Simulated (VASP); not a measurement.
# CoSi (F-43m) in VASP: single point with PBE+U

Aim: the single point of CoSi with PBE+U.

Everything below comes from runs of VASP 6.6.1. Logs are shortened: lines on timing, memory, paths and dates and some standing lists are left out, and cuts for length are marked.

## Step 1: The cell of the first run

Symmetry: F-43m, No. 216, cubic system. The conventional cell has a = 5.365 Å, b = 5.365 Å, c = 5.365 Å, α = 90.00°, β = 90.00°, γ = 90.00°. Within 3.1 Å of Co (site symmetry -43m) lie 4 Si at 2.32 Å. Within 3.1 Å of Si (site symmetry -43m) lie 4 Co at 2.32 Å.

## Step 2: Single point, PBE+U

File INCAR:

```
PREC = Accurate
ENCUT = 690
EDIFF = 1E-6
ISMEAR = 0
SIGMA = 0.1
LREAL = F
LASPH = T
NELM = 200
ALGO = Normal
ISIF = 2
LWAVE = F
LCHARG = F
LMAXMIX = 4
LDAU = T
LDAUTYPE = 2
LDAUL = 2 -1
LDAUU = 6.6 0
LDAUJ = 0 0
LDAUPRINT = 1
GGA = PE
NBANDS = 18
GGA_COMPAT = F
```

File KPOINTS:

```
regular mesh
0
Gamma
  2 2 2
```

File POSCAR:

```
CoSi
1.0
    0.0000000000      2.6825000000      2.6825000000
    2.6825000000      0.0000000000      2.6825000000
    2.6825000000      2.6825000000      0.0000000000
Co Si
1 1
Direct
    0.0000000000      0.0000000000      0.0000000000
    0.2500000000      0.2500000000      0.2500000000
```

Potentials or basis: VASP PAW PBE potentials, release 64 (Co_sv, Si).

Started as:

```
$ cat potpaw_PBE.64/Co_sv/POTCAR potpaw_PBE.64/Si/POTCAR > POTCAR
$ mpirun -np 1 vasp_std > vasp.out
```

OUTCAR:

```text
PREC = Accurate
   ENCUT = 690
   EDIFF = 1E-6
   ISMEAR = 0
   LREAL = F
   LASPH = T
   NELM = 200
   ISIF = 2
   GGA = PE

 ion  position               nearest neighbor table
   1  0.000  0.000  0.000-   2 2.32   2 2.32   2 2.32   2 2.32
   2  0.250  0.250  0.250-   1 2.32   1 2.32   1 2.32   1 2.32

  LATTYP: Found a face centered cubic cell.
 ALAT       =     5.3650000000

  Lattice vectors:

 A1 = (   0.0000000000,   2.6825000000,   2.6825000000)
 A2 = (   2.6825000000,   0.0000000000,   2.6825000000)
 A3 = (   2.6825000000,   2.6825000000,   0.0000000000)

Analysis of symmetry for initial positions (statically):
=====================================================================
 Subroutine PRICEL returns:
 Original cell was already a primitive cell.

 Routine SETGRP: Setting up the symmetry group for a
 face centered cubic supercell.

 Subroutine GETGRP returns: Found 24 space group operations
 (whereof 24 operations were pure point group operations)
 out of a pool of 48 trial point group operations.

The static configuration has the point symmetry T_d .

Analysis of symmetry for dynamics (positions and initial velocities):
=====================================================================
 Subroutine PRICEL returns:
 Original cell was already a primitive cell.

 Routine SETGRP: Setting up the symmetry group for a
 face centered cubic supercell.

 Subroutine GETGRP returns: Found 24 space group operations
 (whereof 24 operations were pure point group operations)
 out of a pool of 48 trial point group operations.

The dynamic configuration has the point symmetry T_d .

 Subroutine INISYM returns: Found 24 space group operations
 (whereof 24 operations are pure point group operations),
 and found     1 'primitive' translations

----------------------------------------------------------------------------------------

                                     Primitive cell

  volume of cell :      38.6055

  direct lattice vectors                    reciprocal lattice vectors
     0.000000000  2.682500000  2.682500000    -0.186393290  0.186393290  0.186393290
     2.682500000  0.000000000  2.682500000     0.186393290 -0.186393290  0.186393290
     2.682500000  2.682500000  0.000000000     0.186393290  0.186393290 -0.186393290

  length of vectors
     3.793627881  3.793627881  3.793627881     0.322842648  0.322842648  0.322842648

  position of ions in fractional coordinates (direct lattice)
     0.000000000  0.000000000  0.000000000
     0.250000000  0.250000000  0.250000000

  ion indices of the primitive-cell ions
   primitive index   ion index
                 1           1
                 2           2

----------------------------------------------------------------------------------------

 KPOINTS: regular mesh

Automatic generation of k-mesh.
 Grid dimensions read from file:
 generate k-points for:    2    2    2

 Generating k-lattice:

  Cartesian coordinates                     Fractional coordinates (reciprocal lattice)
    -0.093196645  0.093196645  0.093196645     0.500000000  0.000000000  0.000000000
     0.093196645 -0.093196645  0.093196645     0.000000000  0.500000000  0.000000000
     0.093196645  0.093196645 -0.093196645     0.000000000  0.000000000  0.500000000

  Length of vectors
     0.161421324  0.161421324  0.161421324

  Shift w.r.t. Gamma in fractional coordinates (k-lattice)
     0.000000000  0.000000000  0.000000000

 Subroutine IBZKPT returns following result:
 ===========================================

 Found      3 irreducible k-points:

 Following reciprocal coordinates:
            Coordinates               Weight
  0.000000  0.000000  0.000000      1.000000
  0.500000  0.000000  0.000000      4.000000
  0.500000  0.500000  0.000000      3.000000
   k-points           NKPTS =      3   k-points in BZ     NKDIM =      3   number of bands    NBANDS=     18
   number of dos      NEDOS =    301   number of ions     NIONS =      2
   total plane-waves  NPLWV =  46656
   dimension x,y,z NGX =    36 NGY =   36 NGZ =   36
   dimension x,y,z NGXF=    72 NGYF=   72 NGZF=   72
   ions per type =               1   1
   NGX,Y,Z   is equivalent  to a cutoff of  15.78, 15.78, 15.78 a.u.
   NGXF,Y,Z  is equivalent  to a cutoff of  31.55, 31.55, 31.55 a.u.
 SYSTEM =  unknown system
   PREC   = accura    normal or accurate (medium, high low for compatibility)
   ISTART =      0    job   : 0-new  1-cont  2-samecut
   ICHARG =      2    charge: 1-file 2-atom 10-const
   ISPIN  =      1    spin polarized calculation?
   LNONCOLLINEAR =      F non collinear calculations
   LSORBIT =      F    spin-orbit coupling
   LASPH  =      T    aspherical Exc in radial PAW
   ENCUT  =  690.0 eV  50.71 Ry    7.12 a.u.   8.13  8.13  8.13*2*pi/ulx,y,z
   NELM   =    200;   NELMIN=  2; NELMDL= -5     # of ELM steps
   EDIFF  = 0.1E-05   stopping-criterion for ELM
   LREAL  =      F    real-space projection
   EDIFFG = 0.1E-04   stopping-criterion for IOM
   NSW    =      0    number of steps for IOM
   IBRION =     -1    ionic relax: 0-MD 1-quasi-New 2-CG
   NFREE  =      0    steps in history (QN), initial steepest desc. (CG)
   ISIF   =      2    stress and relaxation
   ISYM   =      2    0-nonsym 1-usesym 2-fastsym
   POTIM  = 0.5000    time-step for ionic-motion
   TEBEG  =    0.0;   TEEND  =   0.0 temperature during run
   PSTRESS=    0.0 pullay stress
   NELECT =      21.0000    total number of electrons
   NUPDOWN=      -1.0000    fix difference up-down
   EMIN   =  10.00;   EMAX   =-10.00  energy-range for DOS
   EFERMI =   0.00;   METHOD = LEGACY
   ISMEAR =     0;   SIGMA  =   0.10  broadening in eV -4-tet -1-fermi 0-gaus
   EFERMI_NEDOS =   21; number of points for ismear=-14 and -15
   IALGO  =     38    algorithm
   IMIX   =      4    mixing-type and parameters
     AMIX     =   0.40;   BMIX     =  1.00
     AMIX_MAG =   1.60;   BMIX_MAG =  1.00
  volume/ion in A,a.u.               =      19.30       130.26
  Fermi-wavevector in a.u.,A,eV,Ry     =   1.336385  2.525401 24.298976  1.785924
  Thomas-Fermi vector in A             =   2.465016
   LORBIT       =      0    0 simple, 1 ext, 2 COOP (PROOUT), +10 PAW based schemes
 LDA+U is selected, type is set to LDAUTYPE =  2
   angular momentum for each species LDAUL =     2   -1
   U (eV)           for each species LDAUU =   6.6  0.0
   J (eV)           for each species LDAUJ =   0.0  0.0
   GGA     = PE    functional components
   LHFCALC =     F    Hartree Fock is set to
   AEXX    =    0.0000 exact exchange contribution
   IVDW    =     0    specifies the selected vdW correction
   LEPSILON=     F    determine dielectric tensor
   LRPA    =     F    only Hartree local field effects (RPA)
 non-spin polarized calculation
 Gauss-broadening in eV      SIGMA  =   0.10
  energy-cutoff  :      690.00
  volume of cell :       38.61
 maximum number of plane-waves:      1639
 NGX is ok and might be reduce to    36
   NGX = 17   NGY = 17   NGZ = 17

atom =   1  type =  1  l = 2

 onsite density matrix

spin component  1

  0.5947 -0.0000 -0.0000  0.0000 -0.0000
 -0.0000  0.5947  0.0000  0.0000  0.0000
 -0.0000  0.0000  0.8714  0.0000 -0.0000
  0.0000  0.0000  0.0000  0.5947  0.0000
 -0.0000  0.0000 -0.0000  0.0000  0.8714

spin component  2

  0.5947 -0.0000 -0.0000  0.0000 -0.0000
 -0.0000  0.5947  0.0000  0.0000  0.0000
 -0.0000  0.0000  0.8714  0.0000 -0.0000
  0.0000  0.0000  0.0000  0.5947  0.0000
 -0.0000  0.0000 -0.0000  0.0000  0.8714

 occupancies and eigenvectors

  o =  0.5947  v =  0.0000 -0.9899 -0.0000  0.1414 -0.0000  0.0000  0.0000  0.0000  0.0000  0.0000      0.0000  0.0000  0.0000  0.0000  0.0000  0.0000  0.0000  0.0000  0.0000  0.0000
  o =  0.5947  v =  0.0000  0.0000  0.0000  0.0000  0.0000  0.0000 -0.9899 -0.0000  0.1414 -0.0000      0.0000  0.0000  0.0000  0.0000  0.0000  0.0000  0.0000  0.0000  0.0000  0.0000
  o =  0.5947  v =  0.0000  0.0000  0.0000  0.0000  0.0000  0.0000  0.1414 -0.0000  0.9899 -0.0000      0.0000  0.0000  0.0000  0.0000  0.0000  0.0000  0.0000  0.0000  0.0000  0.0000
  o =  0.5947  v =  0.0000  0.1414 -0.0000  0.9899 -0.0000  0.0000  0.0000  0.0000  0.0000  0.0000      0.0000  0.0000  0.0000  0.0000  0.0000  0.0000  0.0000  0.0000  0.0000  0.0000
  o =  0.5947  v =  0.0000  0.0000  0.0000  0.0000  0.0000  1.0000  0.0000  0.0000  0.0000  0.0000      0.0000  0.0000  0.0000  0.0000  0.0000  0.0000  0.0000  0.0000  0.0000  0.0000
  o =  0.5947  v =  1.0000  0.0000  0.0000  0.0000  0.0000  0.0000  0.0000  0.0000  0.0000  0.0000      0.0000  0.0000  0.0000  0.0000  0.0000  0.0000  0.0000  0.0000  0.0000  0.0000
  o =  0.8714  v =  0.0000 -0.0000 -0.0003  0.0000  1.0000  0.0000  0.0000  0.0000  0.0000  0.0000      0.0000  0.0000  0.0000  0.0000  0.0000  0.0000  0.0000  0.0000  0.0000  0.0000
  o =  0.8714  v =  0.0000  0.0000  0.0000  0.0000  0.0000  0.0000 -0.0000 -0.0003  0.0000  1.0000      0.0000  0.0000  0.0000  0.0000  0.0000  0.0000  0.0000  0.0000  0.0000  0.0000
  o =  0.8714  v =  0.0000  0.0000 -1.0000 -0.0000 -0.0003  0.0000  0.0000  0.0000  0.0000  0.0000      0.0000  0.0000  0.0000  0.0000  0.0000  0.0000  0.0000  0.0000  0.0000  0.0000
  o =  0.8714  v =  0.0000  0.0000  0.0000  0.0000  0.0000  0.0000  0.0000 -1.0000 -0.0000 -0.0003      0.0000  0.0000  0.0000  0.0000  0.0000  0.0000  0.0000  0.0000  0.0000  0.0000

 number of electron      20.9999985 magnetization

 Free energy of the ion-electron system (eV)
  ---------------------------------------------------
  ext. energy  EPLUGINS =         0.00000000
  ---------------------------------------------------
  free energy    TOTEN  =        -4.90011478 eV

  energy without entropy =       -4.87764458  energy(sigma->0) =       -4.88887968

 E-fermi :   4.8181     XC(G=0):  -9.9254

 val. band max:        4.2063858235   @ k =   0.5000   0.5000   0.0000
 cond. band min:       4.8657555718   @ k =   0.5000   0.0000   0.0000
 fundamental gap:      0.6593697483
 Fermi energy:         4.8180619442

 k-point     1 :       0.0000    0.0000    0.0000
  band No.  band energies     occupation
      1     -88.0406      2.00000
      2     -51.3792      2.00000
      3     -51.3792      2.00000
      4     -51.3792      2.00000
      5      -4.0800      2.00000
      6       3.0082      2.00000
[... 10 lines left out ...]
     17      12.6186      0.00000
     18      17.4586      0.00000

 k-point     2 :       0.5000    0.0000    0.0000
  band No.  band energies     occupation
      1     -88.0405      2.00000
      2     -51.3810      2.00000
      3     -51.3792      2.00000
      4     -51.3792      2.00000
      5      -2.0310      2.00000
      6       1.5001      2.00000
[... 10 lines left out ...]
     17      15.7391      0.00000
     18      19.2944      0.00000

 k-point     3 :       0.5000    0.5000    0.0000
  band No.  band energies     occupation
      1     -88.0405      2.00000
      2     -51.3811      2.00000
      3     -51.3798      2.00000
      4     -51.3798      2.00000
      5      -1.2389      2.00000
      6       1.1529      2.00000
[... 10 lines left out ...]
     17      19.8795      0.00000
     18      19.8795      0.00000

------------------------ aborting loop because EDIFF is reached ----------------------------------------

  FORCE on cell =-STRESS in cart. coord.  units (eV):
  Direction    XX          YY          ZZ          XY          YZ          ZX
  --------------------------------------------------------------------------------------
  -------------------------------------------------------------------------------------
  Total       -2.2894257     -2.2894257     -2.2894257      0.0000000      0.0000000      0.0000000
  in kB      -95.0140742    -95.0140742    -95.0140742      0.0000000      0.0000000      0.0000000
  external PRESSURE =     -95.0140742 kB  Pullay stress =       0.0000000 kB

 VOLUME and BASIS-vectors are now :
 -----------------------------------------------------------------------------
  energy-cutoff  :      690.00
  volume of cell :       38.61
      direct lattice vectors                 reciprocal lattice vectors
     0.000000000  2.682500000  2.682500000    -0.186393290  0.186393290  0.186393290
     2.682500000  0.000000000  2.682500000     0.186393290 -0.186393290  0.186393290
     2.682500000  2.682500000  0.000000000     0.186393290  0.186393290 -0.186393290

 POSITION                                       TOTAL-FORCE (eV/Angst)
 -----------------------------------------------------------------------------------
      0.00000      0.00000      0.00000         0.000000      0.000000      0.000000
      1.34125      1.34125      1.34125        -0.000000     -0.000000     -0.000000
 -----------------------------------------------------------------------------------
    total drift:                                0.000000      0.000000      0.000000

  FREE ENERGIE OF THE ION-ELECTRON SYSTEM (eV)
  ---------------------------------------------------
  free  energy   TOTEN  =        -4.9001147777 eV

  energy  without entropy=       -4.8776445807  energy(sigma->0) =       -4.88887968
```

It took 55 s on 1 thread of AMD EPYC 7R13 (Zen 3), shared host; peak memory 0.17 GiB.

Results:

| Item | Value |
| --- | --- |
| Free energy | -4.9001 eV |
| Pressure | -9.5 GPa |
| Band gap on the k mesh | zero (an odd number of electrons rules out a gap without spin polarisation) |

Eigenvalues of the final occupation matrices:
| site | spin | trace | eigenvalues |
| --- | --- | --- | --- |
| site 1 d | 1 | 3.53 | 0.59 0.59 0.59 0.87 0.87 |
| site 1 d | 2 | 3.53 | 0.59 0.59 0.59 0.87 0.87 |

Caveat: the k points lie up to 1.01 Å⁻¹ apart, too coarse for converged energies and pressures of a metal; an odd number of electrons without spin polarisation forces a metal; a magnetic or distorted state may lie lower; U without spin polarisation on a metal has little footing; the U is typed as a test and isn't derived for this compound. Spin polarisation is off, so any magnetic state and its effect on volume and gap are missing.

The gap in the log of VASP goes by the Fermi energy; the results here count the filled bands.